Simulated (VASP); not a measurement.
Write the native input for VASP 6.6.1 that does the following.

```yaml
Task: single point
Functional: PBE
Potentials_or_basis: VASP PAW PBE potentials, release 64 (Sn_d, Te)
Cutoff: 520 eV
k_mesh: 10 × 10 × 10
Occupations: gaussian, width 0.1 eV
Spin: no spin polarisation
Dipole_correction: no
Further_INCAR_settings: ALGO = Normal; EDIFF = 1e-06; NBANDS = 24
```

The structure of SnTe3 lies in POSCAR:

```
SnTe3
1.0
   -3.3118605431      3.3118605431      3.3118605431
    3.3118605431     -3.3118605431      3.3118605431
    3.3118605431      3.3118605431     -3.3118605431
Sn Te
1 3
Direct
    0.0000000000      0.0000000000      0.0000000000
    0.0000000000      0.5000000000      0.5000000000
    0.5000000000      0.0000000000      0.5000000000
    0.5000000000      0.5000000000      0.0000000000
```

One way to write it, as run:

INCAR

```
PREC = Accurate ; ENCUT = 520
EDIFF = 1E-6 ; ISMEAR = 0
SIGMA = 0.1 ; LREAL = F
LASPH = T ; NELM = 60
ALGO = Normal ; ISIF = 2
LWAVE = F ; LCHARG = T
GGA = PE ; LELF = T
LVHAR = T ; NBANDS = 24
```

KPOINTS

```
regular mesh
0
Gamma
  10 10 10
```

Potentials or basis: VASP PAW PBE potentials, release 64 (Sn_d, Te).

Run with:

```console
$ cat potpaw_PBE.64/Sn_d/POTCAR potpaw_PBE.64/Te/POTCAR > POTCAR
$ mpirun -np 1 vasp_std > vasp.out
```

Results of the run:

| Item | Value |
| --- | --- |
| Pressure | -3.4 GPa |
| Band gap on the k mesh | zero (bands 16 and 17 overlap by 2.94 eV) |

Caveat: the cell stands under tension; spin-orbit coupling is left out, which moves the levels of the heavy elements.

Run time: 5 min on 1 thread of Intel Xeon 8259CL, on a shared host, peak memory 0.41 GiB.
